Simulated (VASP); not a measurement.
Set up this calculation in VASP 6.6.1, as the native input.

```
Task                   : single point
Functional             : LDA
Potentials or basis    : VASP PAW LDA potentials, release 64 (K_sv, Cl)
Cutoff                 : 520 eV
k mesh                 : 6 × 6 × 4
Occupations            : gaussian, width 0.01 eV
Spin                   : no spin polarisation
Dipole correction      : no
Further INCAR settings : ALGO = Normal; EDIFF = 1e-06; NBANDS = 24
```

The structure of KCl lies in POSCAR:

```
KCl
1.0
    5.3436722045      0.0000000000      0.0000000000
   -2.6718361022      4.6277558786      0.0000000000
    0.0000000000      0.0000000000      6.2390532212
K Cl
2 2
Direct
    0.3333333333      0.6666666667      0.2500000000
    0.6666666667      0.3333333333      0.7500000000
    0.6666666667      0.3333333333      0.2500000000
    0.3333333333      0.6666666667      0.7500000000
```

The input as run:

INCAR

```
SYSTEM = KCl
PREC = Accurate ; ENCUT = 520
EDIFF = 1E-6 ; ISMEAR = 0
SIGMA = 0.01 ; LREAL = .FALSE.
LASPH = .TRUE. ; NELM = 60
ALGO = Normal ; ISIF = 2
LWAVE = .FALSE. ; LCHARG = .FALSE.
GGA = CA ; NBANDS = 24
```

KPOINTS

```
Automatic mesh
0
G
  6 6 4
  0 0 0
```

Potentials or basis: VASP PAW LDA potentials, release 64 (K_sv, Cl).

Command:

```sh
$ cat potpaw_LDA.64/K_sv/POTCAR potpaw_LDA.64/Cl/POTCAR > POTCAR
$ mpirun -np 1 vasp_std > vasp.out
```

It gave:

```yaml
Pressure: -1.4 GPa
Band_gap_on_the_k_mesh: 4.44 eV
```

It took 100 s on 1 thread of Intel Xeon 8259CL, with other jobs on the host, peak memory 0.24 GiB.
